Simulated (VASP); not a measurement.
# Al in VASP: single point with PBEsol

Aim: the single point of Al with PBEsol.

Everything below comes from runs of VASP 6.6.1. Logs are shortened: lines on timing, memory, paths and dates and some standing lists are left out, and cuts for length are marked.

## (1) The cell of the first run

The cell holds a slab with vacuum, 30 atoms: a = 8.518 Å, b = 8.518 Å, c = 18.023 Å, α = 90.00°, β = 90.00°, γ = 90.00°.

## (2) Single point, PBEsol

INCAR

```
ALGO = Normal
DIPOL = 0.5 0.5 0.218
EDIFF = 1E-6
ENCUT = 520
GGA = PS
IDIPOL = 3
ISIF = 2
ISMEAR = 0
LASPH = T
LCHARG = F
LDIPOL = T
LREAL = Auto
LWAVE = F
NBANDS = 66
NELM = 60
PREC = Accurate
SIGMA = 0.1
```

KPOINTS

```
k-points
0
Gamma
  4 4 1
```

POSCAR

```
Al
1.0
    8.5183477218      0.0000000000      0.0000000000
    0.0000000000      8.5183477218      0.0000000000
    0.0000000000      0.0000000000     18.0233814386
Al
30
Direct
    0.0000000000      0.0000000000      0.0832252264
    0.1666666667      0.1666666667      0.1974791707
    1.0000000000      0.3333333333      0.0832252264
    0.1666666667      0.5000000000      0.1974791707
    1.0000000000      0.6666666667      0.0832252264
    0.1666666667      0.8333333333      0.1974791707
    0.3333333333      1.0000000000      0.0832252264
    0.4985287222      0.1666666667      0.1956839879
    0.3333333333      0.3333333333      0.0832252264
    0.4985287222      0.5000000000      0.1956839879
    0.3333333333      0.6666666667      0.0832252264
    0.4985287222      0.8333333333      0.1956839879
    0.6666666667      1.0000000000      0.0832252264
    0.8348046112      0.1666666667      0.1956839879
    0.6666666667      0.3333333333      0.0832252264
    0.8348046112      0.5000000000      0.1956839879
    0.6666666667      0.6666666667      0.0832252264
    0.8348046112      0.8333333333      0.1956839879
   -0.0084887719      0.0000000000      0.3098233450
    0.9915112281      0.3333333333      0.3098233450
    0.9915112281      0.6666666667      0.3098233450
    0.3418221053      1.0000000000      0.3098233450
    0.3418221053      0.3333333333      0.3098233450
    0.3418221053      0.6666666667      0.3098233450
    0.6666666667      1.0000000000      0.3078246189
    0.6666666667      0.3333333333      0.3078246189
    0.6666666667      0.6666666667      0.3078246189
    0.1666666667      0.1666666667      0.4127311463
    0.1666666667      0.8333333333      0.4127311463
    0.1666666667      0.5000000000      0.4127311463
```

Potentials or basis: VASP PAW PBE potentials, release 64 (Al).

Command:

```
$ cat potpaw_PBE.64/Al/POTCAR > POTCAR
$ mpirun -np 1 vasp_std > vasp.out
```

OUTCAR:

```text
EDIFF = 1E-6
   ENCUT = 520
   GGA = PS
   ISIF = 2
   ISMEAR = 0
   LASPH = T
   LREAL = Auto
   NELM = 60
   PREC = Accurate

 ion  position               nearest neighbor table
   1  0.000  0.000  0.083-   3 2.84   5 2.84   7 2.84  13 2.84  14 2.85  18 2.85   2 2.88   6 2.88

   2  0.167  0.167  0.197-   8 2.83  14 2.83   4 2.84   6 2.84   9 2.88   7 2.88   3 2.88   1 2.88
                            23 2.89  20 2.89  22 2.89  19 2.89
   3  0.000  0.333  0.083-   1 2.84   9 2.84  15 2.84   5 2.84  14 2.85  16 2.85   2 2.88   4 2.88
[... 49 lines left out ...]
  28  0.167  0.167  0.413-  23 2.77  20 2.77  22 2.77  19 2.77  30 2.84  29 2.84
  29  0.167  0.833  0.413-  24 2.77  21 2.77  22 2.77  19 2.77  30 2.84  28 2.84
  30  0.167  0.500  0.413-  23 2.77  24 2.77  20 2.77  21 2.77  28 2.84  29 2.84

  LATTYP: Found a simple tetragonal cell.
 ALAT       =     8.5183477218
 C/A-ratio  =     2.1158306783

  Lattice vectors:

 A1 = (   8.5183477218,   0.0000000000,   0.0000000000)
 A2 = (   0.0000000000,   8.5183477218,   0.0000000000)
 A3 = (   0.0000000000,   0.0000000000,  18.0233814386)

Analysis of symmetry for initial positions (statically):
=====================================================================
 Subroutine PRICEL returns following result:

  LATTYP: Found a simple orthorhombic cell.
 ALAT       =     2.8394492403
 B/A-ratio  =     3.0000000003
 C/A-ratio  =     6.3474920357

  Lattice vectors:

 A1 = (   0.0000000000,  -2.8394492403,   0.0000000000)
 A2 = (   8.5183477218,   0.0000000000,   0.0000000000)
 A3 = (   0.0000000000,   0.0000000000,  18.0233814386)

   3 primitive cells build up your supercell.

 Routine SETGRP: Setting up the symmetry group for a
 simple tetragonal supercell.

 Subroutine GETGRP returns: Found  4 space group operations
 (whereof  2 operations were pure point group operations)
 out of a pool of 16 trial point group operations.

The static configuration has the point symmetry C_1h.
 The point group associated with its full space group is C_2v.

Analysis of symmetry for dynamics (positions and initial velocities):
=====================================================================
 Subroutine PRICEL returns following result:

  LATTYP: Found a simple orthorhombic cell.
 ALAT       =     2.8394492403
 B/A-ratio  =     3.0000000003
 C/A-ratio  =     6.3474920357

  Lattice vectors:

[... 124 lines left out ...]
   PSTRESS=    0.0 pullay stress
   NELECT =      90.0000    total number of electrons
   NUPDOWN=      -1.0000    fix difference up-down
   EMIN   =  10.00;   EMAX   =-10.00  energy-range for DOS
   EFERMI =   0.00;   METHOD = LEGACY
   ISMEAR =     0;   SIGMA  =   0.10  broadening in eV -4-tet -1-fermi 0-gaus
   EFERMI_NEDOS =   21; number of points for ismear=-14 and -15
   IALGO  =     38    algorithm
   IMIX   =      4    mixing-type and parameters
     AMIX     =   0.40;   BMIX     =  1.00
     AMIX_MAG =   1.60;   BMIX_MAG =  1.00
  volume/ion in A,a.u.               =      43.59       294.19
  Fermi-wavevector in a.u.,A,eV,Ry     =   0.670873  1.267765  6.123573  0.450070
  Thomas-Fermi vector in A             =   1.746521
   LORBIT       =      0    0 simple, 1 ext, 2 COOP (PROOUT), +10 PAW based schemes
   GGA     = PS    functional components
   LHFCALC =     F    Hartree Fock is set to
   AEXX    =    0.0000 exact exchange contribution
   IVDW    =     0    specifies the selected vdW correction
   LEPSILON=     F    determine dielectric tensor
   LRPA    =     F    only Hartree local field effects (RPA)
 non-spin polarized calculation
 Gauss-broadening in eV      SIGMA  =   0.10
  energy-cutoff  :      520.00
  volume of cell :     1307.82
 maximum number of plane-waves:     35268
   NGX = 31   NGY = 31   NGZ = 67

 dipolmoment           0.000000      0.000000      0.101706 electrons x Angstroem

 number of electron      90.0000000 magnetization

 dipolmoment           0.000000      0.000000     -0.032000 electrons x Angstroem

 Free energy of the ion-electron system (eV)
  ---------------------------------------------------
  ext. energy  EPLUGINS =         0.00000000
  ---------------------------------------------------
  free energy    TOTEN  =      -111.76382162 eV

  energy without entropy =     -111.68784257  energy(sigma->0) =     -111.72583209

 E-fermi :   0.3041     XC(G=0):  -5.0040

 val. band max:        0.2917184373   @ k =   0.2500   0.2500   0.0000
 cond. band min:       0.3191892178   @ k =   0.0000   0.5000   0.0000
 fundamental gap:      0.0274707805
 Fermi energy:         0.3041260694

 k-point     1 :       0.0000    0.0000    0.0000
  band No.  band energies     occupation
      1     -10.0707      2.00000
      2      -8.3542      2.00000
      3      -8.0537      2.00000
      4      -8.0537      2.00000
      5      -8.0498      2.00000
      6      -7.9283      2.00000
[... 529 lines left out ...]
     56       1.9252      0.00000
     57       1.9567      0.00000
 [bands above 57 left out]

------------------------ aborting loop because EDIFF is reached ----------------------------------------

 vacuum level on the upper side and lower side of the slab       (xc-potential included)        -0.285        -0.152

  FORCE on cell =-STRESS in cart. coord.  units (eV):
  Direction    XX          YY          ZZ          XY          YZ          ZX
  --------------------------------------------------------------------------------------
  -------------------------------------------------------------------------------------
  Total      -12.8291055    -13.3718932     -0.0187200      0.0000000      0.0000000      0.0000000
  in kB      -15.7166491    -16.3816061     -0.0229335      0.0000000      0.0000000      0.0000000
  external PRESSURE =     -10.7070629 kB  Pullay stress =       0.0000000 kB

 VOLUME and BASIS-vectors are now :
 -----------------------------------------------------------------------------
  energy-cutoff  :      520.00
  volume of cell :     1307.82
      direct lattice vectors                 reciprocal lattice vectors
     8.518347722  0.000000000  0.000000000     0.117393658  0.000000000  0.000000000
     0.000000000  8.518347722  0.000000000     0.000000000  0.117393658  0.000000000
     0.000000000  0.000000000 18.023381439     0.000000000  0.000000000  0.055483484

 POSITION                                       TOTAL-FORCE (eV/Angst)
 -----------------------------------------------------------------------------------
      0.00000      0.00000      1.50000        -0.040864      0.000000     -0.000997
      1.41972      1.41972      3.55924         0.000000      0.000000      0.013477
      0.00000      2.83945      1.50000        -0.040864      0.000000     -0.000997
      1.41972      4.25917      3.55924         0.000000      0.000000      0.013477
      0.00000      5.67890      1.50000        -0.040864      0.000000     -0.000997
      1.41972      7.09862      3.55924         0.000000      0.000000      0.013477
[... 22 lines left out ...]
      1.41972      7.09862      7.43881         0.000000     -0.000000     -0.000981
      1.41972      4.25917      7.43881         0.000000      0.000000     -0.000981
 -----------------------------------------------------------------------------------
    total drift:                                0.000015     -0.000000      0.002915

  FREE ENERGIE OF THE ION-ELECTRON SYSTEM (eV)
  ---------------------------------------------------
  free  energy   TOTEN  =      -111.7638216182 eV

  energy  without entropy=     -111.6878425659  energy(sigma->0) =     -111.72583209

 vacuum level on the upper side and lower side of the slab         4.419         4.548
```

stdout:

```text
POSCAR found type information on POSCAR Al
 POSCAR found :  1 types and      30 ions
 scaLAPACK will be used
 -----------------------------------------------------------------------------
|                                                                             |
|                                                                             |
|     You enforced a specific xc type in the INCAR file but a different       |
|     I HOPE YOU KNOW WHAT YOU ARE DOING!                                     |
|                                                                             |
 -----------------------------------------------------------------------------

 LDA part: xc-table for (Slater+PW92), standard interpolation
 POSCAR, INCAR and KPOINTS ok, starting setup
 FFT: planning ... GRIDC
 FFT: planning ... GRID_SOFT
 FFT: planning ... GRID
 WAVECAR not read
 entering main loop
```

Wall time 17 min (1 thread of Intel Xeon 6975P-C (Granite Rapids), shared host); peak memory 1.3 GiB.

Results:

- Free energy: -111.7638 eV
- Largest force: 0.041 eV/Å
- Band gap on the k mesh: zero (bands 45 and 46 overlap by 0.08 eV)

Forces in eV/Å, atoms in the order of the input:
```
Al  -0.041  0.000 -0.001
Al   0.000  0.000  0.013
Al  -0.041  0.000 -0.001
Al   0.000  0.000  0.013
Al  -0.041  0.000 -0.001
Al   0.000  0.000  0.013
Al   0.041  0.000 -0.001
Al   0.001  0.000 -0.003
Al   0.041  0.000 -0.001
Al   0.001  0.000 -0.003
Al   0.041  0.000 -0.001
Al   0.001  0.000 -0.003
Al   0.000  0.000 -0.001
Al  -0.001  0.000 -0.003
Al   0.000  0.000 -0.001
Al  -0.001  0.000 -0.003
Al   0.000  0.000 -0.001
Al  -0.001  0.000 -0.003
Al  -0.003  0.000  0.001
Al  -0.003  0.000  0.001
Al  -0.003  0.000  0.001
Al   0.003  0.000  0.001
Al   0.003  0.000  0.001
Al   0.003  0.000  0.001
Al   0.000  0.000 -0.004
Al   0.000  0.000 -0.004
Al   0.000  0.000 -0.004
Al   0.000  0.000 -0.001
Al   0.000  0.000 -0.001
Al   0.000  0.000 -0.001
```

Caveat: the PAW data sets were made with another functional, which shifts forces and pressure a little.

The gap in the log of VASP goes by the Fermi energy; the results here count the filled bands.